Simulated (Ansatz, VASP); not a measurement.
**Two plane-wave programs on Mo**

```
CELL_PARAMETERS angstrom
-1.58037 1.58037 1.58037
1.58037 -1.58037 1.58037
1.58037 1.58037 -1.58037
ATOMIC_POSITIONS crystal
Mo 0.00000 0.00000 0.00000
```

Alike in both runs: functional PBE; k mesh 19 × 19 × 19; occupations fermi-dirac, width 0.08 eV; no spin polarisation.

Ansatz relaxed the structure, and its values are those at the end. VASP's run is a single point on that final structure, the one shown.

|  | VASP | Ansatz |
| --- | --- | --- |
| version | VASP 6.6.1 | Ansatz 0.2.0 |
| potentials or method | VASP PAW PBE potentials, release 64 (Mo_sv) | PAW with Ansatz's default frozen-core files, scalar-relativistic |
| plane-wave cutoff (eV) | 520 | 420 |
| valence electrons in the cell | 14 | 14 |

```tsv
	VASP	Ansatz	Ansatz less VASP
pressure (GPa)	0.5	0.0	-0.51
```

With one functional, cell and mesh, what is left measures potentials, basis and numerics.
